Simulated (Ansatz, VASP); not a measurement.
# SiPb in VASP and in Ansatz

File INCAR:

```
SYSTEM = SiPb
PREC = Accurate
ENCUT = 520
EDIFF = 1E-8
ISMEAR = -1
SIGMA = 0.03
LREAL = .FALSE.
LASPH = .TRUE.
NELM = 100
ALGO = Normal
ISIF = 2
LWAVE = .FALSE.
LCHARG = .FALSE.
GGA = PE
LEFG = .TRUE.
NBANDS = 26
```

KPOINTS

```
Automatic mesh
0
G
  10 10 6
  0 0 0
```

The input POSCAR:

```
SiPb
1.0
    4.4288261461      0.0000000000      0.0000000000
   -2.2144130731      3.8354759514      0.0000000000
    0.0000000000      0.0000000000      7.2784130397
Pb Si
2 2
Direct
    0.3333333333      0.6666666667      0.0004709186
    0.6666666667      0.3333333333      0.5004709186
    0.3333333333      0.6666666667      0.3755290814
    0.6666666667      0.3333333333      0.8755290814
```

Input for Ansatz:

```yaml
crystal:
  lattice:
    - [4.4288261461, 0.0, 0.0]
    - [-2.2144130731, 3.8354759514, 0.0]
    - [0.0, 0.0, 7.2784130397]
  atoms:
    - { symbol: Pb, position: [0.3333333333, 0.6666666667, 0.0004709186] }
    - { symbol: Pb, position: [0.6666666667, 0.3333333333, 0.5004709186] }
    - { symbol: Si, position: [0.3333333333, 0.6666666667, 0.3755290814] }
    - { symbol: Si, position: [0.6666666667, 0.3333333333, 0.8755290814] }
kpoints:
  mp_grid: { grid: [10, 10, 6] }
  band_path:
    path:
      - [0.0, 0.0, 0.0]
      - [0.5, 0.0, 0.0]
      - [0.3333333333, 0.3333333333, 0.0]
      - [0.0, 0.0, 0.0]
      - [0.0, 0.0, 0.5]
      - [0.5, 0.0, 0.5]
      - [0.3333333333, 0.3333333333, 0.5]
      - [0.0, 0.0, 0.5]
      - [0.5, 0.0, 0.5]
    npoints: 14
scf:
  occupations: { method: fermi_dirac, width: 0.03 }
hamiltonian:
  xc: pbe
  pseudopotentials: { kind: paw }
output:
  forces: true
  stress: true
  eigenvalues: true
  efg: { contact_densities: true }
  populations: true
  bader: true
  dos: { projected: true, de: 0.2, e_range: [-14, 8] }
  write_density: true
  write_potential: true
  elf: true
  volumetric_format: npy
```

Alike in both runs: task electric field gradients; functional PBE; k mesh 10 × 10 × 6; occupations fermi-dirac, width 0.03 eV; no spin polarisation.

|  | VASP | Ansatz |
| --- | --- | --- |
| version | VASP 6.6.1 | Ansatz 0.2.0 |
| potentials or method | VASP PAW PBE potentials, release 64 (Pb_d, Si) | PAW with Ansatz's default frozen-core files, scalar-relativistic |
| plane-wave cutoff (eV) | 520 | 420 |
| valence electrons in the cell | 36 | 36 |

```csv
,VASP,Ansatz,Ansatz less VASP
pressure (GPa),-0.1,0.0,+0.05
size of Vzz on the site where it differs most (V/Å²),14.2,14.4,+0.15
```

With one functional, cell and mesh, what is left measures potentials, basis and numerics.

Neither program's run includes spin-orbit coupling.
